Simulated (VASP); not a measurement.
Set up this calculation in VASP 6.6.1, as the native input.

```yaml
Task: single point
Functional: PBE
Potentials_or_basis: VASP PAW PBE potentials, release 64 (Mn_pv, O)
Cutoff: 520 eV
k_mesh: 14 × 14 × 14
Occupations: gaussian, width 0.05 eV
Spin: no spin polarisation
Dipole_correction: no
Further_INCAR_settings: ALGO = Normal; EDIFF = 1e-06; NBANDS = 16
```

The structure of MnO (Manganosite) lies in POSCAR:

```
MnO
1.0
    0.0000000000      2.0373341943      2.0373341943
    2.0373341943      0.0000000000      2.0373341943
    2.0373341943      2.0373341943      0.0000000000
Mn O
1 1
Direct
    0.0000000000      0.0000000000      0.0000000000
    0.5000000000      0.5000000000      0.5000000000
```

This cell differs from its parent crystal: volume scaled by 0.980.

These files were run (other wordings do the same):

INCAR

```
PREC     = Accurate       # precision mode
ENCUT    = 520            # plane-wave cutoff, eV
EDIFF    = 1E-6           # SCF threshold, eV
ISMEAR   = 0              # smearing method
SIGMA    = 0.05           # smearing width, eV
LREAL    = False          # projectors in reciprocal space
LASPH    = True           # aspherical terms in the spheres
NELM     = 60             # most SCF steps
ALGO     = Normal         # electronic algorithm
ISIF     = 2              # what is computed and relaxed
LWAVE    = False          # write WAVECAR
LCHARG   = False          # write CHGCAR
GGA      = PE             # functional
NBANDS   = 16             # bands
```

KPOINTS

```
regular mesh
0
Gamma
  14 14 14
```

Potentials or basis: VASP PAW PBE potentials, release 64 (Mn_pv, O).

Run with:

```bash
$ cat potpaw_PBE.64/Mn_pv/POTCAR potpaw_PBE.64/O/POTCAR > POTCAR
$ mpirun -np 1 vasp_std > vasp.out
```

Results of the run:

| Quantity | Value |
| --- | --- |
| Pressure | 6.2 GPa |

Caveat: an odd number of electrons without spin polarisation forces a metal; a magnetic or distorted state may lie lower; the run has no spin polarisation, though such a crystal can be magnetic.

It took 16 s on 1 thread of Intel(R) Xeon(R) Platinum 8259CL CPU @ 2.50GHz (Skylake/Cascade Lake), on a shared host, peak memory 0.16 GiB.
